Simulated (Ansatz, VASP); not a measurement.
**ScRu3 in VASP and in Ansatz**

Contents of INCAR:

```
SYSTEM = ScRu3
PREC     = Accurate       ! precision mode
ENCUT    = 520            ! plane-wave cutoff, eV
EDIFF    = 1E-7           ! SCF threshold, eV
ISMEAR   = 0              ! smearing method
SIGMA    = 0.1            ! smearing width, eV
LREAL    = .False.        ! projectors in reciprocal space
LASPH    = .True.         ! aspherical terms in the spheres
NELM     = 150            ! most SCF steps
ALGO     = Normal         ! electronic algorithm
ISIF     = 2              ! what is computed and relaxed
LWAVE    = .False.        ! write WAVECAR
LCHARG   = .True.         ! write CHGCAR
ISPIN    = 2              ! spin polarisation
MAGMOM   = 1 1 1 1        ! initial moments
LORBIT   = 11             ! projections on sites
LMAXMIX  = 4              ! l up to which the mixer works
GGA      = PE             ! functional
LELF     = .True.         ! ELF
LVHAR    = .True.       
NBANDS   = 38             ! bands
```

KPOINTS

```
regular mesh
0
Gamma
  4 4 4
  0 0 0
```

File POSCAR:

```
ScRu3
1.0
    3.9384369900      0.0000000000      0.0000000000
    0.0000000000      3.9384369900      0.0000000000
    0.0000000000      0.0000000000      3.9384369900
Sc Ru
1 3
Direct
    0.0000000000      0.0000000000      0.0000000000
    0.0000000000      0.5000000000      0.5000000000
    0.5000000000      0.0000000000      0.5000000000
    0.5000000000      0.5000000000      0.0000000000
```

Input for Ansatz:

```yaml
crystal:
  lattice:
    - [3.93843699, 0.0, 0.0]
    - [0.0, 3.93843699, 0.0]
    - [0.0, 0.0, 3.93843699]
  atoms:
    - { symbol: Sc, position: [0.0, 0.0, 0.0], spin: 1.0 }
    - { symbol: Ru, position: [0.0, 0.5, 0.5], spin: 1.0 }
    - { symbol: Ru, position: [0.5, 0.0, 0.5], spin: 1.0 }
    - { symbol: Ru, position: [0.5, 0.5, 0.0], spin: 1.0 }
basis:
  ecutwfc: 420
kpoints:
  mp_grid: { grid: [4, 4, 4] }
hamiltonian:
  xc: pbe
scf:
  occupations: { method: gaussian, width: 0.1 }
  lower_state_search: "off"
output:
  forces: true
  stress: true
  eigenvalues: true
  populations: true
magnetization:
  spin_polarized: true
```

Alike in both runs: task single point; functional PBE; k mesh 4 × 4 × 4; occupations gaussian, width 0.1 eV; collinear spin.

|  | VASP | Ansatz |
| --- | --- | --- |
| version | VASP 6.6.1 | Ansatz 0.2.0 |
| potentials or method | VASP PAW PBE potentials, release 64 (Sc_sv, Ru_pv), cutoff 520 eV | scalar-relativistic, plane waves, PAW |
| valence electrons in the cell | 53 | 59 |

VASP gave:

* gap on the k mesh at the Fermi level (eV): none
* pressure (GPa): -1.1
* net moment per atom (μB): 0.23
* size of the moment on the site where the two differ most (μB): 0.03

Question: Estimate Ansatz's values.

Answer: gap on the k mesh at the Fermi level (eV): none; pressure (GPa): -1.3; net moment per atom (μB): 0.23; size of the moment on the site where the two differ most (μB): 0.02.

Site moments also hang on the region over which each program counts them. A gap of «none» marks a metal or a gap that the smearing closes. With one functional, cell and mesh, what is left measures potentials, basis and numerics. VASP's potentials hold 53 valence electrons a cell and Ansatz's 59, so a difference there can come from the potentials and not from the codes.

The k mesh is coarse, so the values compare programs but aren't converged.
